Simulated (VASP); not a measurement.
# Si47P (a cell with a defect) in VASP: single point with PBE

Aim: the single point of Si47P (a cell with a defect) with PBE.

Everything below comes from runs of VASP 6.6.1. Logs are shortened: lines on timing, memory, paths and dates and some standing lists are left out, and cuts for length are marked.

## (1) The cell of the first run

The cell holds a defect, 48 atoms: a = 11.005 Å, b = 9.385 Å, c = 11.494 Å, α = 90.00°, β = 121.48°, γ = 115.24°.

## (2) Single point, PBE

INCAR

```
SYSTEM = Si47P
PREC     = Accurate       ! precision mode
ENCUT    = 520            ! plane-wave cutoff, eV
EDIFF    = 1E-7           ! SCF threshold, eV
ISMEAR   = -1             ! smearing method
SIGMA    = 0.01           ! smearing width, eV
LREAL    = Auto         
LASPH    = .True.         ! aspherical terms in the spheres
NELM     = 100            ! most SCF steps
ALGO     = Normal         ! electronic algorithm
ISIF     = 2              ! what is computed and relaxed
LWAVE    = .False.        ! write WAVECAR
LCHARG   = .True.         ! write CHGCAR
GGA      = PE             ! functional
LELF     = .True.         ! ELF
LVHAR    = .True.       
NBANDS   = 126            ! bands
NELECT   = 192.0
```

KPOINTS

```
regular mesh
0
Gamma
  3 3 2
  0 0 0
```

POSCAR

```
Si47P
1.0
   -3.3180000000      3.3180000000      9.9540000000
    6.6360000000     -6.6360000000      0.0000000000
    6.6360000000      6.6360000000     -6.6360000000
P Si
1 47
Direct
    0.1358530184      0.0681662975      0.1019666957
    0.1346040920      0.0668675634      0.6003330945
    0.4668248877      0.7330605985      0.1013921006
    0.4677852578      0.7341032072      0.6008686181
    0.8014990984      0.4007472293      0.1006372067
    0.8056022198      0.4028950270      0.6036013410
    0.1650897698      0.8344518660      0.1499503222
    0.1660581590      0.8330800696      0.6476807046
    0.4985268252      0.4989260206      0.1510286444
    0.4989818976      0.4991705069      0.6447398959
    0.8310952590      0.1642378643      0.1437488947
    0.8328980913      0.1667890328      0.6494481877
    0.2654830729      0.2315714660      0.0000418307
    0.2660961414      0.2309906518      0.4982919453
    0.5968343744      0.8981392084     -0.0007963370
    0.5957226257      0.9031090682      0.4992708821
    0.9291376892      0.5693040713     -0.0021374053
    0.9325651865      0.5673872070      0.4996665259
    0.0994161804      0.1996911881      0.2482472846
    0.0967416438      0.1958035181      0.7492758530
    0.4316421030      0.8678344418      0.2487170342
    0.4303367368      0.8618519553      0.7497887719
    0.7632983990      0.5278171669      0.2495169035
    0.7652200389      0.5326337589      0.7484245732
    0.5349783892      0.2669877646      0.4010771755
    0.5299372255      0.2657651891      0.8979629372
    0.8631262356      0.9317970202      0.3978760110
    0.8704453431      0.9360692642      0.9034077440
    0.1970177973      0.5974525744      0.3976462058
    0.1968575553      0.5981961170      0.8967380711
    0.1658864225      0.8335153709      0.3535091653
    0.1667097864      0.8327182292      0.8515237993
    0.5017252612      0.5007434284      0.3558355176
    0.5005993038      0.5001783675      0.8491004803
    0.8347595432      0.1665191749      0.3494111328
    0.8351250052      0.1691607994      0.8540341241
    0.4022335054      0.0972863392      0.0006784849
    0.4048089158      0.0972781162      0.5014874971
    0.7356581461      0.7651694488      0.0010530179
    0.7335153575      0.7690968000      0.5006824867
    0.0687236068      0.4361255015      0.0003888571
    0.0679462736      0.4312032343      0.5000759940
    0.2364635643      0.4709033408      0.2495848730
    0.2354064314      0.4679533925      0.7505175387
    0.5711579638      0.1390326616      0.2507034080
    0.5677006298      0.1333959925      0.7518268687
    0.8992531998      0.8001954109      0.2505904891
    0.9026517694      0.8046274771      0.7505845527
```

Potentials or basis: VASP PAW PBE potentials, release 64 (P, Si).

The run is started by

```sh
cat potpaw_PBE.64/P/POTCAR potpaw_PBE.64/Si/POTCAR > POTCAR
mpirun -np 1 vasp_std > vasp.out
```

OUTCAR:

```text
SYSTEM = Si47P
   PREC = Accurate
   ENCUT = 520
   EDIFF = 1E-7
   ISMEAR = -1
   LREAL = Auto
   LASPH = .True.
   NELM = 100
   ISIF = 2
   GGA = PE
   NELECT = 192.0

 ion  position               nearest neighbor table
   1  0.136  0.068  0.102-  28 2.29   7 2.37  19 2.37  13 2.37
   2  0.135  0.067  0.600-  27 2.34   8 2.38  14 2.39  20 2.40
   3  0.467  0.733  0.101-  30 2.34  15 2.39  21 2.39   9 2.39
   4  0.468  0.734  0.601-  29 2.33  16 2.38  22 2.39  10 2.39
   5  0.801  0.401  0.101-  26 2.34  23 2.39  17 2.39  11 2.39
   6  0.806  0.403  0.604-  25 2.33  18 2.38  12 2.38  24 2.38
[... 40 lines left out ...]
  47  0.899  0.800  0.251-  23 2.34  27 2.38  39 2.38  31 2.39
  48  0.903  0.805  0.751-  24 2.34  32 2.38  40 2.39  28 2.40

  LATTYP: Found a body centered orthorhombic cell.
 ALAT       =     9.3847211999
 B/A-ratio  =     1.2247448714
 C/A-ratio  =     1.7320508076

  Lattice vectors:

 A1 = (   3.3180000000,   9.9540000000,   3.3180000000)
 A2 = (   3.3180000000,  -3.3180000000,   9.9540000000)
 A3 = (   3.3180000000,  -3.3180000000,  -9.9540000000)

Analysis of symmetry for initial positions (statically):
=====================================================================
 Subroutine PRICEL returns:
 Original cell was already a primitive cell.

 Routine SETGRP: Setting up the symmetry group for a
 body centered orthorhombic supercell.

 Subroutine GETGRP returns: Found  1 space group operations
 (whereof  1 operations were pure point group operations)
 out of a pool of  8 trial point group operations.

The static configuration has the point symmetry C_1 .

Analysis of symmetry for dynamics (positions and initial velocities):
=====================================================================
 Subroutine PRICEL returns:
 Original cell was already a primitive cell.

 Routine SETGRP: Setting up the symmetry group for a
 body centered orthorhombic supercell.

 Subroutine GETGRP returns: Found  1 space group operations
 (whereof  1 operations were pure point group operations)
 out of a pool of  8 trial point group operations.

The dynamic configuration has the point symmetry C_1 .

 Subroutine INISYM returns: Found  1 space group operations
 (whereof  1 operations are pure point group operations),
 and found     1 'primitive' translations

----------------------------------------------------------------------------------------

                                     Primitive cell

  volume of cell :     876.6786

  direct lattice vectors                    reciprocal lattice vectors
    -3.318000000  3.318000000  9.954000000     0.050231063  0.050231063  0.100462126
     6.636000000 -6.636000000  0.000000000     0.100462126 -0.050231063  0.050231063
     6.636000000  6.636000000 -6.636000000     0.075346594  0.075346594  0.000000000

  length of vectors
    11.004561054  9.384721200 11.493889159     0.123040473  0.123040473  0.106556176

  position of ions in fractional coordinates (direct lattice)
     0.135853018  0.068166297  0.101966696
     0.134604092  0.066867563  0.600333095
     0.466824888  0.733060599  0.101392101
     0.467785258  0.734103207  0.600868618
     0.801499098  0.400747229  0.100637207
     0.805602220  0.402895027  0.603601341
[... 40 lines left out ...]
     0.899253200  0.800195411  0.250590489
     0.902651769  0.804627477  0.750584553

  ion indices of the primitive-cell ions
   primitive index   ion index
                 1           1
                 2           2
                 3           3
                 4           4
                 5           5
                 6           6
[... 71 lines left out ...]
|           W    W  A    A  R    R  N    N  II  N    N   GGGG   !!!           |
|                                                                             |
|     Your reciprocal lattice and k-lattice belong to different lattice       |
|     classes:                                                                |
|                                                                             |
|        The reciprocal lattice is face-centered orthorhombic,                |
|        whereas your k-lattice is base-centered monoclinic.                  |
|                                                                             |
|     Results are often still useful ...                                      |
|                                                                             |
 -----------------------------------------------------------------------------

 WARNING: IBZKPT: internal override: KBLOWUP is changed to .FALSE.
      ... skipping the blow-up phase ...

 Subroutine IBZKPT returns following result:
 ===========================================

 Found     10 irreducible k-points:

 Following reciprocal coordinates:
            Coordinates               Weight
  0.000000  0.000000  0.000000      1.000000
  0.333333  0.000000  0.000000      2.000000
  0.000000  0.333333  0.000000      2.000000
  0.333333  0.333333  0.000000      2.000000
 -0.333333  0.333333  0.000000      2.000000
  0.000000  0.000000  0.500000      1.000000
  0.333333  0.000000  0.500000      2.000000
 -0.000000  0.333333  0.500000      2.000000
  0.333333  0.333333  0.500000      2.000000
 -0.333333  0.333333  0.500000      2.000000
   k-points           NKPTS =     10   k-points in BZ     NKDIM =     10   number of bands    NBANDS=    126
   number of dos      NEDOS =    301   number of ions     NIONS =     48
   total plane-waves  NPLWV = 529200
   dimension x,y,z NGX =    84 NGY =   70 NGZ =   90
   dimension x,y,z NGXF=   168 NGYF=  140 NGZF=  180
   ions per type =               1  47
   NGX,Y,Z   is equivalent  to a cutoff of  12.69, 12.40, 13.02 a.u.
   NGXF,Y,Z  is equivalent  to a cutoff of  25.38, 24.80, 26.03 a.u.
 SYSTEM =  Si47P
   PREC   = accura    normal or accurate (medium, high low for compatibility)
   ISTART =      0    job   : 0-new  1-cont  2-samecut
   ICHARG =      2    charge: 1-file 2-atom 10-const
   ISPIN  =      1    spin polarized calculation?
   LNONCOLLINEAR =      F non collinear calculations
   LSORBIT =      F    spin-orbit coupling
   LASPH  =      T    aspherical Exc in radial PAW
   ENCUT  =  520.0 eV  38.22 Ry    6.18 a.u.  20.46 17.45 21.37*2*pi/ulx,y,z
   NELM   =    100;   NELMIN=  2; NELMDL= -5     # of ELM steps
   EDIFF  = 0.1E-06   stopping-criterion for ELM
   LREAL  =      T    real-space projection
   EDIFFG = 0.1E-05   stopping-criterion for IOM
   NSW    =      0    number of steps for IOM
   IBRION =     -1    ionic relax: 0-MD 1-quasi-New 2-CG
   NFREE  =      0    steps in history (QN), initial steepest desc. (CG)
   ISIF   =      2    stress and relaxation
   ISYM   =      2    0-nonsym 1-usesym 2-fastsym
   POTIM  = 0.5000    time-step for ionic-motion
   TEBEG  =    0.0;   TEEND  =   0.0 temperature during run
   PSTRESS=    0.0 pullay stress
   NELECT =     192.0000    total number of electrons
   NUPDOWN=      -1.0000    fix difference up-down
   EMIN   =  10.00;   EMAX   =-10.00  energy-range for DOS
   EFERMI =   0.00;   METHOD = LEGACY
   ISMEAR =    -1;   SIGMA  =   0.01  broadening in eV -4-tet -1-fermi 0-gaus
   EFERMI_NEDOS =   21; number of points for ismear=-14 and -15
   IALGO  =     38    algorithm
   IMIX   =      4    mixing-type and parameters
     AMIX     =   0.40;   BMIX     =  1.00
     AMIX_MAG =   1.60;   BMIX_MAG =  1.00
  volume/ion in A,a.u.               =      18.26       123.25
  Fermi-wavevector in a.u.,A,eV,Ry     =   0.986798  1.864779 13.248960  0.973771
  Thomas-Fermi vector in A             =   2.118206
   LORBIT       =      0    0 simple, 1 ext, 2 COOP (PROOUT), +10 PAW based schemes
   GGA     = PE    functional components
   LHFCALC =     F    Hartree Fock is set to
   AEXX    =    0.0000 exact exchange contribution
   IVDW    =     0    specifies the selected vdW correction
   LEPSILON=     F    determine dielectric tensor
   LRPA    =     F    only Hartree local field effects (RPA)
 non-spin polarized calculation
  energy-cutoff  :      520.00
  volume of cell :      876.68
 maximum number of plane-waves:     23651
 NGX is ok and might be reduce to    84
   NGX = 41   NGY = 35   NGZ = 43

 number of electron     192.0000001 magnetization

 Free energy of the ion-electron system (eV)
  ---------------------------------------------------
  ext. energy  EPLUGINS =         0.00000000
  ---------------------------------------------------
  free energy    TOTEN  =      -260.02306676 eV

  energy without entropy =     -260.02071727  energy(sigma->0) =     -260.02189202

 E-fermi :   7.1363     XC(G=0):  -9.9530

 val. band max:        7.1221599957   @ k =   0.3333   0.0000   0.0000
 cond. band min:       7.1514810263   @ k =   0.3333   0.0000   0.0000
 fundamental gap:      0.0293210306
 Fermi energy:         7.1363188683

 k-point     1 :       0.0000    0.0000    0.0000
  band No.  band energies     occupation
      1      -5.9280      2.00000
      2      -5.0556      2.00000
      3      -4.0933      2.00000
      4      -4.0537      2.00000
      5      -4.0493      2.00000
      6      -3.8543      2.00000
[... 1099 lines left out ...]
    107       8.3429      0.00000
    108       8.4056      0.00000
 [bands above 108 left out]

------------------------ aborting loop because EDIFF is reached ----------------------------------------

  FORCE on cell =-STRESS in cart. coord.  units (eV):
  Direction    XX          YY          ZZ          XY          YZ          ZX
  --------------------------------------------------------------------------------------
  -------------------------------------------------------------------------------------
  Total       -8.5919723     -7.5152619     -7.1670544      0.8463048      0.6012030      0.6130745
  in kB      -15.7022925    -13.7345462    -13.0981783      1.5466676      1.0987309      1.1204267
  external PRESSURE =     -14.1783390 kB  Pullay stress =       0.0000000 kB

 VOLUME and BASIS-vectors are now :
 -----------------------------------------------------------------------------
  energy-cutoff  :      520.00
  volume of cell :      876.68
      direct lattice vectors                 reciprocal lattice vectors
    -3.318000000  3.318000000  9.954000000     0.050231063  0.050231063  0.100462126
     6.636000000 -6.636000000  0.000000000     0.100462126 -0.050231063  0.050231063
     6.636000000  6.636000000 -6.636000000     0.075346594  0.075346594  0.000000000

 POSITION                                       TOTAL-FORCE (eV/Angst)
 -----------------------------------------------------------------------------------
      0.67824      0.67506      0.67563        -0.008575     -0.000266      0.001140
      3.98093      3.98669     -2.64396        -0.004368      0.008633     -0.009446
      3.98850     -2.64283      3.97394        -0.002486     -0.005242     -0.002317
      7.30676      0.66797      0.66897        -0.012327      0.000992      0.006843
      0.66781      0.66784      7.31029         0.000266     -0.007455     -0.009887
      4.00612      4.00488      4.01347         0.006912     -0.002006     -0.009020
[... 40 lines left out ...]
      3.98929     -0.66346      7.28825        -0.009297      0.008915     -0.005859
      7.32539      2.63637      4.00412        -0.009574     -0.001839     -0.005435
 -----------------------------------------------------------------------------------
    total drift:                                0.007800      0.012928      0.003043

  FREE ENERGIE OF THE ION-ELECTRON SYSTEM (eV)
  ---------------------------------------------------
  free  energy   TOTEN  =      -260.0230667639 eV

  energy  without entropy=     -260.0207172743  energy(sigma->0) =     -260.02189202
```

Run time: 61 min. Hardware: 1 thread of AMD EPYC 9R14 (Zen 4), shared host; peak memory 1.3 GiB.

What came out:

* Free energy: -260.0231 eV
* Largest force: 0.024 eV/Å

Forces on the atoms (eV/Å):
```
P   -0.009  0.000  0.001
Si  -0.004  0.009 -0.009
Si  -0.002 -0.005 -0.002
Si  -0.012  0.001  0.007
Si   0.000 -0.007 -0.010
Si   0.007 -0.002 -0.009
Si   0.019  0.003 -0.002
Si   0.005  0.002 -0.006
Si   0.012  0.012 -0.015
Si   0.002 -0.006  0.000
Si   0.007  0.010 -0.004
Si   0.014 -0.014 -0.008
Si  -0.012  0.006  0.006
Si  -0.002  0.016 -0.002
Si  -0.013  0.002 -0.001
Si   0.009 -0.003  0.009
Si  -0.014 -0.012  0.002
Si  -0.005  0.018  0.000
Si  -0.002  0.010  0.021
Si  -0.007 -0.005  0.002
Si   0.010 -0.005  0.020
Si   0.006 -0.007  0.001
Si   0.006  0.007  0.000
Si  -0.003 -0.015  0.013
Si   0.011  0.009  0.007
Si   0.005  0.000  0.011
Si   0.012  0.007 -0.001
Si   0.004 -0.001  0.008
Si  -0.001  0.007  0.007
Si   0.003 -0.005  0.011
Si   0.005 -0.003  0.000
Si  -0.003 -0.017  0.009
Si   0.002  0.012  0.013
Si  -0.009 -0.012  0.003
Si  -0.011 -0.003  0.001
Si   0.004 -0.021 -0.004
Si   0.006  0.001 -0.013
Si  -0.003  0.010 -0.004
Si   0.003 -0.005 -0.011
Si   0.000  0.002 -0.017
Si   0.001 -0.006 -0.004
Si   0.009 -0.006 -0.012
Si  -0.014  0.005  0.014
Si  -0.001 -0.001 -0.015
Si  -0.007  0.008  0.003
Si  -0.010  0.000 -0.009
Si  -0.009  0.009 -0.006
Si  -0.010 -0.002 -0.005
```

Caveat: the cell carries a net charge on a neutralising background, which shifts energy and pressure; the cell is charged against a uniform background, so pressure and absolute levels hang on convention.
